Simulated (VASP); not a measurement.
Write the native input for VASP 6.6.1 that does the following.

| Quantity | Value |
| --- | --- |
| Task | single point |
| Functional | r2SCAN |
| Dispersion | rVV10 |
| Potentials or basis | VASP PAW PBE potentials, release 64 (B, N) |
| Cutoff | 520 eV |
| k mesh | 10 × 10 × 10 |
| Occupations | fermi-dirac, width 0.01 eV |
| Spin | no spin polarisation |
| Dipole correction | no |
| Further INCAR settings | ALGO = Normal; EDIFF = 1e-06; NBANDS = 11 |

BN (Qingsongite):

```
B N
1.0
     0.00000    1.80341    1.80341
     1.80341    0.00000    1.80341
     1.80341    1.80341    0.00000
B N
1 1
Direct
  0.00000 0.00000 0.00000
  0.25000 0.25000 0.25000
```

One way to write it, as run:

POSCAR

```
BN
1.0
    0.0000000000      1.8034143773      1.8034143773
    1.8034143773      0.0000000000      1.8034143773
    1.8034143773      1.8034143773      0.0000000000
B N
1 1
Direct
    0.0000000000      0.0000000000      0.0000000000
    0.2500000000      0.2500000000      0.2500000000
```

INCAR.step1

```
PREC = Accurate
ENCUT = 520
ISMEAR = -1
SIGMA = 0.01
LREAL = F
LASPH = T
NELM = 100
NBANDS = 11
GGA = PE
ALGO = Normal
EDIFF = 1E-4
LWAVE = T
LCHARG = F
```

INCAR.step2

```
PREC = Accurate
ENCUT = 520
EDIFF = 1E-6
ISMEAR = -1
SIGMA = 0.01
LREAL = F
LASPH = T
NELM = 100
ALGO = Normal
ISIF = 2
LWAVE = F
LCHARG = T
METAGGA = R2SCAN
LMIXTAU = T
LUSE_VDW = T
IVDW_NL = 2
BPARAM = 11.95
CPARAM = 0.0093
LELF = T
LVHAR = T
NBANDS = 11
ISTART = 1
```

KPOINTS

```
regular mesh
0
Gamma
  10 10 10
```

Potentials or basis: VASP PAW PBE potentials, release 64 (B, N).

Launch:

```bash
$ cat potpaw_PBE.64/B/POTCAR potpaw_PBE.64/N/POTCAR > POTCAR
$ cp INCAR.step1 INCAR
$ mpirun -np 1 vasp_std > vasp.out
$ cp INCAR.step2 INCAR
$ mpirun -np 1 vasp_std > vasp.out
```

It gave:

| Item | Value |
| --- | --- |
| Pressure | 1.2 GPa |
| Band gap on the k mesh | 4.94 eV, indirect (least direct gap 9.55 eV) |

Caveat: the PAW data sets were made with another functional, which shifts forces and pressure a little.

Run time: 18 s on 1 thread of Intel(R) Xeon(R) 6975P-C (Granite Rapids), with other jobs on the host, peak memory 0.17 GiB.
